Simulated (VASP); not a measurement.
Here is a VASP 6.6.1 calculation.

The input INCAR:

```
SYSTEM = CdTe
  ALGO = Normal
  EDIFF = 1E-6
  EDIFFG = -0.005
  ENCUT = 600
  GGA = RP
  IBRION = 2
  ISIF = 3
  ISMEAR = 0
  LASPH = .True.
  LCHARG = .False.
  LREAL = .False.
  LWAVE = .False.
  NELM = 60
  NSW = 100
  PREC = Accurate
  SIGMA = 0.02
```

The input KPOINTS:

```
k-points
0
Gamma
  8 8 8
  0 0 0
```

POSCAR

```
CdTe
1.0
    0.0000000000      3.2821135600      3.2821135600
    3.2821135600      0.0000000000      3.2821135600
    3.2821135600      3.2821135600      0.0000000000
Cd Te
1 1
Direct
    0.0000000000      0.0000000000      0.0000000000
    0.7500000000      0.7500000000      0.7500000000
```

Potentials or basis: VASP PAW PBE potentials, release 64 (Cd, Te).

Run with:

```console
$ cat potpaw_PBE.64/Cd/POTCAR potpaw_PBE.64/Te/POTCAR > POTCAR
$ mpirun -np 1 vasp_std > vasp.out
```

Q: Estimate the relaxed cell.

A: a = 4.753 Å, b = 4.753 Å, c = 4.753 Å, α = 60.00°, β = 60.00°, γ = 60.00°.

Q: Estimate the band gap on the k mesh.

A: 0.59 eV, direct.

Q: Estimate the relaxed volume.

A: 37.97 Å³/atom.

The path:
```
step  energy change (eV)  largest force (eV/Å)  pressure (GPa)  volume (Å³)
   1              0.0000                0.0000            2.58        70.71
   2             -0.0385                0.0000           -0.29        76.70
   3             -0.0392                0.0000            0.01        75.94
```

Caveat: the PAW data sets were made with another functional, which shifts forces and pressure a little; spin-orbit coupling is left out, which moves the levels of the heavy elements.
